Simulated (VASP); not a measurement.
The system is SnBi2O.

```xyz
4
Lattice="4.1314 0.0000 0.0000 -2.0657 3.5779 0.0000 0.0000 0.0000 6.6939" Properties=species:S:1:pos:R:3 pbc="T T T"
Sn    0.0000    0.0000    3.3470
Bi    2.0657    1.1926    5.0109
Bi    0.0000    2.3853    1.6830
O     0.0000    0.0000    0.0000
```

| Quantity | Value |
| --- | --- |
| Program | VASP 6.6.1 |
| Task | relaxation of cell and atoms |
| Functional | PBE |
| Potentials or basis | VASP PAW PBE potentials, release 64 (Sn_d, Bi_d, O) |
| Cutoff | 600 eV |
| k mesh | 6 × 6 × 4 |
| Occupations | gaussian, width 0.1 eV |
| Spin | no spin polarisation |

At the start: pressure 4.4 GPa; volume 24.74 Å³/atom.

Q: How do energy, volume and symmetry change on relaxing?

A: Over 21 steps the energy falls by 409.1 meV/atom and the volume is 23.45 Å³/atom (-5.2 %); space group P-3m1 (No. 164, to 0.05 Å).

Step by step:
```
step  energy change (eV)  largest force (eV/Å)  pressure (GPa)  volume (Å³)
   1              0.0000                2.2327            4.35        98.95
   2             -0.3737                1.0949           -3.42       108.88
   3             -0.3749                1.0619           -3.67       109.38
   4             -0.7346                0.9143           -2.67       104.51
   5             -0.9218                1.2021            7.54        90.37
   6             -1.1124                0.3548            0.20        97.77
   7             -1.1209                0.4740            3.21        94.07
   8             -1.1438                0.0827            1.64        95.79
   9             -1.2641                0.4597            0.10        97.70
  10             -1.1961                1.3525           -0.55       101.21
  11             -1.3081                0.9556           -0.60        99.53
  12             -1.4547                0.9102           -1.15        98.83
  13             -1.5427                0.2773           -1.71        96.58
  14             -1.5458                0.5354           -1.64        97.40
  15             -1.5747                0.4492            3.17        90.38
  16             -1.5898                0.5036            1.24        92.86
  17             -1.6266                0.0140            0.09        93.15
  18             -1.6266                0.0477            0.00        93.17
  19             -1.6351                0.0747            0.15        93.20
  20             -1.6354                0.0837            0.18        93.21
  21             -1.6363                0.0331           -0.19        93.81
```

Final structure:
```
Sn Bi O
1.0
     3.53230    0.00000    0.00000
    -1.76615    3.05906    0.00000
     0.00000    0.00000    8.68198
Sn Bi O
1 2 1
Direct
  0.00000 0.00000 0.50000
  0.66667 0.33333 0.80583
  0.33333 0.66667 0.19417
  0.00000 0.00000 0.00000
```
